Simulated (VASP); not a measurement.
# CrCoPt2 (P4/mmm) in VASP: a series of runs

The runs below take CrCoPt2 through single point, with LDA.

Program: VASP 6.6.1. These are calculated values, not measurements. Logs are shortened: lines on timing, memory, paths and dates and some standing lists are left out, and cuts for length are marked.

## 1. The cell of the first run

It takes space group P4/mmm (No. 123, tetragonal). The conventional cell has a = 3.819 Å, b = 3.819 Å, c = 3.746 Å, α = 90.00°, β = 90.00°, γ = 90.00°. Within 3.5 Å of Cr (site symmetry 4/mmm) lie 8 Pt at 2.67 Å and 4 Co at 2.70 Å. Co (site symmetry 4/mmm) has 8 Pt at 2.67 Å and 4 Cr at 2.70 Å within 3.5 Å. Pt (site symmetry mmm) has 4 Cr at 2.67 Å and 4 Co at 2.67 Å and 4 Pt at 2.70 Å within 3.5 Å.

## 2. Single point, LDA, collinear spin, ferrimagnetic start

File INCAR:

```
PREC = Accurate
ENCUT = 520
EDIFF = 1E-7
ISMEAR = -1
SIGMA = 0.05
LREAL = F
LASPH = T
NELM = 150
ALGO = Normal
ISIF = 2
LWAVE = F
LCHARG = F
ISPIN = 2
MAGMOM = 2.216 -1.196 0 0
LORBIT = 11
NUPDOWN = 1.02
LMAXMIX = 4
GGA = CA
NBANDS = 32
```

File KPOINTS:

```
regular mesh
0
Gamma
  8 8 8
```

File POSCAR:

```
CrCoPt2
1.0
    3.8190000000      0.0000000000      0.0000000000
    0.0000000000      3.8190000000      0.0000000000
    0.0000000000      0.0000000000      3.7460000000
Cr Co Pt
1 1 2
Direct
    0.0000000000      0.0000000000      0.0000000000
    0.5000000000      0.5000000000      0.0000000000
    0.0000000000      0.5000000000      0.5000000000
    0.5000000000      0.0000000000      0.5000000000
```

Potentials or basis: VASP PAW LDA potentials, release 64 (Cr_pv, Co, Pt).

Command:

```console
cat potpaw_LDA.64/Cr_pv/POTCAR potpaw_LDA.64/Co/POTCAR potpaw_LDA.64/Pt/POTCAR > POTCAR
mpirun -np 1 vasp_std > vasp.out
```

OUTCAR:

```text
PREC = Accurate
   ENCUT = 520
   EDIFF = 1E-7
   ISMEAR = -1
   LREAL = F
   LASPH = T
   NELM = 150
   ISIF = 2
   ISPIN = 2
   LORBIT = 11
   NUPDOWN = 1.02
   GGA = CA

 ion  position               nearest neighbor table
   1  0.000  0.000  0.000-   3 2.67   4 2.67   3 2.67   4 2.67   3 2.67   3 2.67   4 2.67   4 2.67
                             2 2.70   2 2.70   2 2.70   2 2.70
   2  0.500  0.500  0.000-   3 2.67   4 2.67   3 2.67   4 2.67   4 2.67   4 2.67   3 2.67   3 2.67
                             1 2.70   1 2.70   1 2.70   1 2.70
   3  0.000  0.500  0.500-   1 2.67   2 2.67   1 2.67   2 2.67   1 2.67   1 2.67   2 2.67   2 2.67
                             4 2.70   4 2.70   4 2.70   4 2.70
   4  0.500  0.000  0.500-   1 2.67   2 2.67   1 2.67   2 2.67   2 2.67   2 2.67   1 2.67   1 2.67
                             3 2.70   3 2.70   3 2.70   3 2.70

  LATTYP: Found a simple tetragonal cell.
 ALAT       =     3.8190000000
 C/A-ratio  =     0.9808850484

  Lattice vectors:

 A1 = (   3.8190000000,   0.0000000000,   0.0000000000)
 A2 = (   0.0000000000,   3.8190000000,   0.0000000000)
 A3 = (   0.0000000000,   0.0000000000,   3.7460000000)

Analysis of symmetry for initial positions (statically):
=====================================================================
 Subroutine PRICEL returns:
 Original cell was already a primitive cell.

 Routine SETGRP: Setting up the symmetry group for a
 simple tetragonal supercell.

 Subroutine GETGRP returns: Found 16 space group operations
 (whereof 16 operations were pure point group operations)
 out of a pool of 16 trial point group operations.

The static configuration has the point symmetry D_4h.

Analysis of symmetry for dynamics (positions and initial velocities):
=====================================================================
 Subroutine PRICEL returns:
 Original cell was already a primitive cell.

 Routine SETGRP: Setting up the symmetry group for a
 simple tetragonal supercell.

 Subroutine GETGRP returns: Found 16 space group operations
 (whereof 16 operations were pure point group operations)
 out of a pool of 16 trial point group operations.

The dynamic configuration has the point symmetry D_4h.

Analysis of structural, dynamic, and magnetic symmetry:
=====================================================================
 Subroutine PRICEL returns:
 Original cell was already a primitive cell.

 Routine SETGRP: Setting up the symmetry group for a
 simple tetragonal supercell.

 Subroutine GETGRP returns: Found 16 space group operations
 (whereof 16 operations were pure point group operations)
 out of a pool of 16 trial point group operations.

The overall configuration has the point symmetry D_4h.

 Subroutine INISYM returns: Found 16 space group operations
 (whereof 16 operations are pure point group operations),
 and found     1 'primitive' translations

----------------------------------------------------------------------------------------

                                     Primitive cell

  volume of cell :      54.6345

  direct lattice vectors                    reciprocal lattice vectors
     3.819000000  0.000000000  0.000000000     0.261848651  0.000000000  0.000000000
     0.000000000  3.819000000  0.000000000     0.000000000  0.261848651  0.000000000
     0.000000000  0.000000000  3.746000000     0.000000000  0.000000000  0.266951415

  length of vectors
     3.819000000  3.819000000  3.746000000     0.261848651  0.261848651  0.266951415

  position of ions in fractional coordinates (direct lattice)
     0.000000000  0.000000000  0.000000000
     0.500000000  0.500000000  0.000000000
     0.000000000  0.500000000  0.500000000
     0.500000000  0.000000000  0.500000000

  ion indices of the primitive-cell ions
   primitive index   ion index
                 1           1
                 2           2
                 3           3
                 4           4

----------------------------------------------------------------------------------------

 KPOINTS: regular mesh

Automatic generation of k-mesh.
 Grid dimensions read from file:
 generate k-points for:    8    8    8

 Generating k-lattice:

  Cartesian coordinates                     Fractional coordinates (reciprocal lattice)
     0.032731081  0.000000000  0.000000000     0.125000000  0.000000000  0.000000000
     0.000000000  0.032731081  0.000000000     0.000000000  0.125000000  0.000000000
     0.000000000  0.000000000  0.033368927     0.000000000  0.000000000  0.125000000

  Length of vectors
     0.032731081  0.032731081  0.033368927

  Shift w.r.t. Gamma in fractional coordinates (k-lattice)
     0.000000000  0.000000000  0.000000000

 Subroutine IBZKPT returns following result:
 ===========================================

 Found     75 irreducible k-points:

 Following reciprocal coordinates:
            Coordinates               Weight
  0.000000  0.000000  0.000000      1.000000
  0.125000  0.000000  0.000000      4.000000
  0.250000  0.000000  0.000000      4.000000
  0.375000  0.000000  0.000000      4.000000
  0.500000  0.000000  0.000000      2.000000
  0.125000  0.125000  0.000000      4.000000
[... 16 lines left out ...]
  0.375000  0.125000  0.125000     16.000000
  0.500000  0.125000  0.125000      8.000000
 [... further k-points ...]
   k-points           NKPTS =     75   k-points in BZ     NKDIM =     75   number of bands    NBANDS=     32
   number of dos      NEDOS =    301   number of ions     NIONS =      4
   total plane-waves  NPLWV =  21952
   dimension x,y,z NGX =    28 NGY =   28 NGZ =   28
   dimension x,y,z NGXF=    56 NGYF=   56 NGZF=   56
   ions per type =               1   1   2
   NGX,Y,Z   is equivalent  to a cutoff of  12.19, 12.19, 12.43 a.u.
   NGXF,Y,Z  is equivalent  to a cutoff of  24.38, 24.38, 24.85 a.u.
 SYSTEM =  unknown system
   PREC   = accura    normal or accurate (medium, high low for compatibility)
   ISTART =      0    job   : 0-new  1-cont  2-samecut
   ICHARG =      2    charge: 1-file 2-atom 10-const
   ISPIN  =      2    spin polarized calculation?
   LNONCOLLINEAR =      F non collinear calculations
   LSORBIT =      F    spin-orbit coupling
   LASPH  =      T    aspherical Exc in radial PAW
   ENCUT  =  520.0 eV  38.22 Ry    6.18 a.u.   7.10  7.10  6.97*2*pi/ulx,y,z
   NELM   =    150;   NELMIN=  2; NELMDL= -5     # of ELM steps
   EDIFF  = 0.1E-06   stopping-criterion for ELM
   LREAL  =      F    real-space projection
   EDIFFG = 0.1E-05   stopping-criterion for IOM
   NSW    =      0    number of steps for IOM
   IBRION =     -1    ionic relax: 0-MD 1-quasi-New 2-CG
   NFREE  =      0    steps in history (QN), initial steepest desc. (CG)
   ISIF   =      2    stress and relaxation
   ISYM   =      2    0-nonsym 1-usesym 2-fastsym
   POTIM  = 0.5000    time-step for ionic-motion
   TEBEG  =    0.0;   TEEND  =   0.0 temperature during run
   PSTRESS=    0.0 pullay stress
   NELECT =      41.0000    total number of electrons
   NUPDOWN=       1.0200    fix difference up-down
   EMIN   =  10.00;   EMAX   =-10.00  energy-range for DOS
   EFERMI =   0.00;   METHOD = LEGACY
   ISMEAR =    -1;   SIGMA  =   0.05  broadening in eV -4-tet -1-fermi 0-gaus
   EFERMI_NEDOS =   21; number of points for ismear=-14 and -15
   IALGO  =     38    algorithm
   IMIX   =      4    mixing-type and parameters
     AMIX     =   0.40;   BMIX     =  1.00
     AMIX_MAG =   1.60;   BMIX_MAG =  1.00
  volume/ion in A,a.u.               =      13.66        92.17
  Fermi-wavevector in a.u.,A,eV,Ry     =   1.487694  2.811335 30.112889  2.213235
  Thomas-Fermi vector in A             =   2.600823
   LORBIT       =     11    0 simple, 1 ext, 2 COOP (PROOUT), +10 PAW based schemes
   GGA     = CA    functional components
   LHFCALC =     F    Hartree Fock is set to
   AEXX    =    0.0000 exact exchange contribution
   IVDW    =     0    specifies the selected vdW correction
   LEPSILON=     F    determine dielectric tensor
   LRPA    =     F    only Hartree local field effects (RPA)
 spin polarized calculation
  energy-cutoff  :      520.00
  volume of cell :       54.63
 maximum number of plane-waves:      1490
   NGX = 15   NGY = 15   NGZ = 13

 number of electron      40.9999980 magnetization       1.0199995

 Free energy of the ion-electron system (eV)
  ---------------------------------------------------
  ext. energy  EPLUGINS =         0.00000000
  ---------------------------------------------------
  free energy    TOTEN  =       -34.11777774 eV

  energy without entropy =      -34.08142067  energy(sigma->0) =      -34.09959920

 E-fermi :  10.8870     XC(G=0): -13.5245

 val. band max:       10.8367925606   @ k =   0.0000   0.0000   0.3750
 cond. band min:      10.5618853760   @ k =   0.1250   0.1250   0.1250
 fundamental gap:     -0.2749071846
 Fermi energy:        10.5591355125

 spin component 1

 k-point     1 :       0.0000    0.0000    0.0000
  band No.  band energies     occupation
      1     -33.3254      1.00000
      2     -33.3228      1.00000
      3     -33.3228      1.00000
      4       0.8807      1.00000
      5       3.5222      1.00000
      6       4.2269      1.00000
[... 829 lines left out ...]
     31      21.5022      0.00000
     32      22.3428      0.00000

 [... further k-points ...]

 spin component 2

 k-point     1 :       0.0000    0.0000    0.0000
  band No.  band energies     occupation
      1     -31.1329      1.00000
      2     -31.1056      1.00000
      3     -31.1056      1.00000
      4       0.9788      1.00000
      5       3.6067      1.00000
      6       4.2033      1.00000
[... 829 lines left out ...]
     31      21.4353      0.00000
     32      22.8262      0.00000

 [... further k-points ...]

------------------------ aborting loop because EDIFF is reached ----------------------------------------

  FORCE on cell =-STRESS in cart. coord.  units (eV):
  Direction    XX          YY          ZZ          XY          YZ          ZX
  --------------------------------------------------------------------------------------
  -------------------------------------------------------------------------------------
  Total       -4.8027806     -4.8027806     -5.2992555      0.0000000      0.0000000      0.0000000
  in kB     -140.8433143   -140.8433143   -155.4026259      0.0000000      0.0000000      0.0000000
  external PRESSURE =    -145.6964182 kB  Pullay stress =       0.0000000 kB

 VOLUME and BASIS-vectors are now :
 -----------------------------------------------------------------------------
  energy-cutoff  :      520.00
  volume of cell :       54.63
      direct lattice vectors                 reciprocal lattice vectors
     3.819000000  0.000000000  0.000000000     0.261848651  0.000000000  0.000000000
     0.000000000  3.819000000  0.000000000     0.000000000  0.261848651  0.000000000
     0.000000000  0.000000000  3.746000000     0.000000000  0.000000000  0.266951415

 POSITION                                       TOTAL-FORCE (eV/Angst)
 -----------------------------------------------------------------------------------
      0.00000      0.00000      0.00000         0.000000      0.000000      0.000000
      1.90950      1.90950      0.00000         0.000000      0.000000      0.000000
      0.00000      1.90950      1.87300         0.000000      0.000000      0.000000
      1.90950      0.00000      1.87300         0.000000      0.000000      0.000000
 -----------------------------------------------------------------------------------
    total drift:                                0.000000      0.000000      0.000000

  FREE ENERGIE OF THE ION-ELECTRON SYSTEM (eV)
  ---------------------------------------------------
  free  energy   TOTEN  =       -34.1177777434 eV

  energy  without entropy=      -34.0814206657  energy(sigma->0) =      -34.09959920

 total charge

# of ion       s       p       d       tot
------------------------------------------
    1        0.334   6.285   4.073  10.692
    2        0.415   0.448   7.283   8.146
    3        0.731   0.695   8.017   9.443
    4        0.731   0.695   8.017   9.443
--------------------------------------------------
tot          2.210   8.122  27.391  37.723

 magnetization (x)

# of ion       s       p       d       tot
------------------------------------------
    1        0.020   0.034   2.314   2.368
    2       -0.009  -0.012  -1.215  -1.236
    3       -0.005   0.011  -0.125  -0.118
    4       -0.005   0.011  -0.125  -0.118
--------------------------------------------------
tot          0.001   0.045   0.849   0.895
```

It took 2.2 min on 1 thread of Intel Xeon 6975P-C (Granite Rapids), shared host; peak memory 0.3 GiB.

Results:

| Item | Value |
| --- | --- |
| Free energy | -34.1178 eV |
| Pressure | -14.6 GPa |
| Net moment | 1.02 μB per cell |
| Site moments | Cr +2.37; Co -1.24; Pt -0.12 μB |
| Valence electrons inside the program's atomic spheres | Cr 10.69; Co 8.15; Pt 9.44 |

Caveat: the cell stands under tension; spin-orbit coupling is left out, which moves the levels of the heavy elements; the total moment is fixed, so each spin has its own Fermi level and the state may be an excited one.

## 3. Single point, LDA, collinear spin, ferrimagnetic start

File INCAR:

```
PREC     = Accurate       # precision mode
ENCUT    = 520            # plane-wave cutoff, eV
EDIFF    = 1E-6           # SCF threshold, eV
ISMEAR   = -1             # smearing method
SIGMA    = 0.05           # smearing width, eV
LREAL    = False          # projectors in reciprocal space
LASPH    = True           # aspherical terms in the spheres
NELM     = 150            # most SCF steps
ALGO     = Normal         # electronic algorithm
ISIF     = 2              # what is computed and relaxed
LWAVE    = False          # write WAVECAR
LCHARG   = True           # write CHGCAR
ISPIN    = 2              # spin polarisation
MAGMOM   = 2.846 -1.536 0 0 # initial moments
LORBIT   = 11             # projections on sites
NUPDOWN  = 1.31           # fixed moment
LMAXMIX  = 4              # l up to which the mixer works
LELF     = True           # ELF
LVHAR    = True         
NBANDS   = 32             # bands
```

KPOINTS is that of step 2.

POSCAR is that of step 2.

Potentials or basis: VASP PAW LDA potentials, release 64 (Cr_pv, Co, Pt).

Command:

```console
cat potpaw_LDA.64/Cr_pv/POTCAR potpaw_LDA.64/Co/POTCAR potpaw_LDA.64/Pt/POTCAR > POTCAR
mpirun -np 1 vasp_std > vasp.out
```

Wall time 2 min (1 thread of Intel Xeon 6975P-C (Granite Rapids), shared host); peak memory 0.31 GiB.

The run converged. Its results:

* Free energy: -34.1210 eV
* Pressure: -14.7 GPa
* Net moment: 1.31 μB per cell
* Site moments: Cr +2.43; Co -1.09; Pt -0.08 μB
* Valence electrons inside the program's atomic spheres: Cr 10.69; Co 8.15; Pt 9.44

Stress tensor (GPa, compression positive):
```
-14.43   0.00   0.00
  0.00 -14.43   0.00
  0.00   0.00 -15.32
```

Caveat: the cell stands under tension; spin-orbit coupling is left out, which moves the levels of the heavy elements; the total moment is fixed, so each spin has its own Fermi level and the state may be an excited one.
